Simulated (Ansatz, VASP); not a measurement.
**Two plane-wave programs on SnO**

```
Sn O
1.0
     2.69239   -2.69239    0.00000
     2.69239    2.69239    0.00000
     0.00000    0.00000    9.88135
Sn O
4 4
Direct
  0.75009 0.24991 0.88128
  0.24991 0.75009 0.14908
  0.74991 0.25009 0.38128
  0.25009 0.74991 0.64908
  0.24990 0.25010 0.25000
  0.75010 0.74990 0.75000
  0.25010 0.24990 0.75000
  0.74990 0.75010 0.25000
```

Change from the starting cell: all Sn atoms moved +0.150 Å, as atom 1 along Cartesian [0 0 1].

Alike in both runs: task single point; functional r2SCAN; k mesh 10 × 10 × 4; occupations gaussian, width 0.03 eV; no spin polarisation.

```csv
,VASP,Ansatz
version,VASP 6.6.1,Ansatz 0.2.0
potentials or method,"VASP PAW PBE potentials, release 64 (Sn_d, O), cutoff 520 eV","scalar-relativistic, plane waves, PAW"
valence electrons in the cell,80,80
```

VASP gave:

* gap on the k mesh at the Fermi level (eV): 0.31
* least direct gap on the mesh (eV): 1.87
* pressure (GPa): 1.1
* traceless stress, the component that is largest in VASP (GPa): -0.93
* rms of the force components (eV/Å): 0.677

What did Ansatz give for the same quantities?

gap on the k mesh at the Fermi level (eV): 0.31; least direct gap on the mesh (eV): 1.88; pressure (GPa): 0.5; traceless stress, the component that is largest in VASP (GPa): -0.87; rms of the force components (eV/Å): 0.663.

VASP's potentials were made for PBE, not for r2SCAN. Atom by atom the forces differ by 0.058 eV/Å (rms over components).
